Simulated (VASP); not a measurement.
# MgO (P6_3mc) in VASP: notebook, part 2 of 2

VASP 6.6.1.

## (4) Single point, PBEsol

Contents of INCAR:

```
SYSTEM = MgO
ALGO = Normal
EDIFF = 1E-6
ENCUT = 600
GGA = PS
GGA_COMPAT = .False.
ISIF = 2
ISMEAR = 0
LASPH = .True.
LCHARG = .False.
LREAL = .False.
LWAVE = .False.
NBANDS = 16
NELM = 120
PREC = Accurate
SIGMA = 0.01
```

Contents of KPOINTS:

```
k-points
0
Gamma
  7 7 4
  0 0 0
```

Contents of POSCAR:

```
MgO
1.0
    3.3077870000      0.0000000000      0.0000000000
   -1.6538935000      2.8646275723      0.0000000000
    0.0000000000      0.0000000000      4.9828820000
Mg O
2 2
Direct
    0.3333330000      0.6666670000      0.0021600000
    0.6666670000      0.3333330000      0.5021600000
    0.3333330000      0.6666670000      0.4024400000
    0.6666670000      0.3333330000      0.9024400000
```

Potentials or basis: VASP PAW PBE potentials, release 64 (Mg, O).

On the command line:

```sh
$ cat potpaw_PBE.64/Mg/POTCAR potpaw_PBE.64/O/POTCAR > POTCAR
$ mpirun -np 1 vasp_std > vasp.out
```

OUTCAR:

```text
SYSTEM = MgO
   EDIFF = 1E-6
   ENCUT = 600
   GGA = PS
   ISIF = 2
   ISMEAR = 0
   LASPH = .True.
   LREAL = .False.
   NELM = 120
   PREC = Accurate

 ion  position               nearest neighbor table
   1  0.333  0.667  0.002-   4 1.97   4 1.97   4 1.97   3 1.99   2 3.14   2 3.14   2 3.14   2 3.14
                             2 3.14   2 3.14
   2  0.667  0.333  0.502-   3 1.97   3 1.97   3 1.97   4 1.99   1 3.14   1 3.14   1 3.14   1 3.14
                             1 3.14   1 3.14
   3  0.333  0.667  0.402-   2 1.97   2 1.97   2 1.97   1 1.99
   4  0.667  0.333  0.902-   1 1.97   1 1.97   1 1.97   2 1.99

  LATTYP: Found a hexagonal cell.
 ALAT       =     3.3077870000
 C/A-ratio  =     1.5064095723

  Lattice vectors:

 A1 = (   3.3077870000,   0.0000000000,   0.0000000000)
 A2 = (  -1.6538935000,   2.8646275723,   0.0000000000)
 A3 = (   0.0000000000,   0.0000000000,   4.9828820000)

Analysis of symmetry for initial positions (statically):
=====================================================================
 Subroutine PRICEL returns:
 Original cell was already a primitive cell.

 Routine SETGRP: Setting up the symmetry group for a
 hexagonal supercell.

 Subroutine GETGRP returns: Found 12 space group operations
 (whereof  6 operations were pure point group operations)
 out of a pool of 24 trial point group operations.

The static configuration has the point symmetry C_3v.
 The point group associated with its full space group is C_6v.

Analysis of symmetry for dynamics (positions and initial velocities):
=====================================================================
 Subroutine PRICEL returns:
 Original cell was already a primitive cell.

 Routine SETGRP: Setting up the symmetry group for a
 hexagonal supercell.

 Subroutine GETGRP returns: Found 12 space group operations
 (whereof  6 operations were pure point group operations)
 out of a pool of 24 trial point group operations.

[... 124 lines left out ...]
     AMIX_MAG =   1.60;   BMIX_MAG =  1.00
  volume/ion in A,a.u.               =      11.80        79.66
  Fermi-wavevector in a.u.,A,eV,Ry     =   1.141351  2.156841 17.724080  1.302683
  Thomas-Fermi vector in A             =   2.278052
   LORBIT       =      0    0 simple, 1 ext, 2 COOP (PROOUT), +10 PAW based schemes
   GGA     = PS    functional components
   LHFCALC =     F    Hartree Fock is set to
   AEXX    =    0.0000 exact exchange contribution
   IVDW    =     0    specifies the selected vdW correction
   LEPSILON=     F    determine dielectric tensor
   LRPA    =     F    only Hartree local field effects (RPA)
 non-spin polarized calculation
 Gauss-broadening in eV      SIGMA  =   0.01
  energy-cutoff  :      600.00
  volume of cell :       47.22
 maximum number of plane-waves:      1610
 NGX is ok and might be reduce to    28
   NGX = 13   NGY = 13   NGZ = 19

 number of electron      15.9999997 magnetization

 Free energy of the ion-electron system (eV)
  ---------------------------------------------------
  ext. energy  EPLUGINS =         0.00000000
  ---------------------------------------------------
  free energy    TOTEN  =       -24.55555314 eV

  energy without entropy =      -24.55555314  energy(sigma->0) =      -24.55555314

 E-fermi :   1.0983     XC(G=0):  -9.9793

 val. band max:        1.0311305966   @ k =   0.0000   0.0000   0.0000
 cond. band min:       4.3759136924   @ k =   0.0000   0.0000   0.0000
 fundamental gap:      3.3447830958
 Fermi energy:         1.0982850380

 k-point     1 :       0.0000    0.0000    0.0000
  band No.  band energies     occupation
      1     -15.1667      2.00000
      2     -14.3359      2.00000
      3      -2.3049      2.00000
      4       0.2355      2.00000
      5       0.2355      2.00000
      6       0.5808      2.00000
[... 433 lines left out ...]
      3      -1.7669      2.00000
      4      -1.7669      2.00000
      5      -0.9059      2.00000
      6      -0.9059      2.00000
[... 8 lines left out ...]
     15      16.6704      0.00000
     16      16.6704      0.00000

------------------------ aborting loop because EDIFF is reached ----------------------------------------

  FORCE on cell =-STRESS in cart. coord.  units (eV):
  Direction    XX          YY          ZZ          XY          YZ          ZX
  --------------------------------------------------------------------------------------
  -------------------------------------------------------------------------------------
  Total       -0.0344344     -0.0344344     -0.0191188      0.0000000      0.0000000     -0.0000000
  in kB       -1.1684679     -1.1684679     -0.6487597      0.0000000      0.0000000     -0.0000000
  external PRESSURE =      -0.9952318 kB  Pullay stress =       0.0000000 kB

 VOLUME and BASIS-vectors are now :
 -----------------------------------------------------------------------------
  energy-cutoff  :      600.00
  volume of cell :       47.22
      direct lattice vectors                 reciprocal lattice vectors
     3.307787000  0.000000000  0.000000000     0.302316927  0.174542759  0.000000000
    -1.653893500  2.864627572  0.000000000     0.000000000  0.349085518  0.000000000
     0.000000000  0.000000000  4.982882000     0.000000000  0.000000000  0.200687072

 POSITION                                       TOTAL-FORCE (eV/Angst)
 -----------------------------------------------------------------------------------
     -0.00000      1.90975      0.01076         0.000000      0.000000      0.009648
      1.65390      0.95487      2.50220         0.000000      0.000000      0.009648
     -0.00000      1.90975      2.00531         0.000000     -0.000000     -0.009648
      1.65390      0.95487      4.49675        -0.000000      0.000000     -0.009648
 -----------------------------------------------------------------------------------
    total drift:                               -0.001682      0.000971      0.001720

  FREE ENERGIE OF THE ION-ELECTRON SYSTEM (eV)
  ---------------------------------------------------
  free  energy   TOTEN  =       -24.5555531442 eV

  energy  without entropy=      -24.5555531442  energy(sigma->0) =      -24.55555314
```

Wall time 29 s (1 thread of Intel Xeon 8259CL, shared host); peak memory 0.18 GiB.

Results:

```
Free energy            : -24.5556 eV
Pressure               : -0.1 GPa
Largest force          : 0.010 eV/Å
Band gap on the k mesh : 3.34 eV, direct
```

Forces on the atoms (eV/Å):
```
Mg   0.000  0.000  0.010
Mg   0.000  0.000  0.010
O    0.000  0.000 -0.010
O    0.000  0.000 -0.010
```

Levels at points of the mesh, in eV from the valence-band top:
| k point | band 5 | band 6 | band 7 | band 8 | band 9 | band 10 | band 11 | band 12 |
| --- | --- | --- | --- | --- | --- | --- | --- | --- |
| (0.00, 0.00, 0.00) | -0.80 | -0.45 | -0.45 | 0.00 | 3.34 | 8.40 | 10.22 | 13.95 |
| (0.00, 0.00, 0.50) | -0.63 | -0.63 | -0.63 | -0.63 | 5.88 | 5.88 | 13.09 | 13.09 |

Caveat: the PAW data sets were made with another functional, which shifts forces and pressure a little.

## (5) The runs side by side

```csv
k mesh,gap on the mesh (eV),pressure (GPa),largest force (eV/Å)
5 × 5 × 3,3.34,-0.1,0.01
6 × 6 × 4,3.34,-0.1,0.01
7 × 7 × 4,3.34,-0.1,0.01
```

Alike in all rows: task single point; level PBEsol; potentials or basis VASP PAW PBE potentials, release 64 (Mg, O); no spin polarisation; cell as given; cutoff (eV) 600; smearing gaussian 0.01 eV.

Caveats: some runs use coarse meshes; the PAW data sets were made with another functional, which shifts forces and pressure a little.

Total energies depend on the potentials used, so only differences within one code and one set of settings carry meaning.
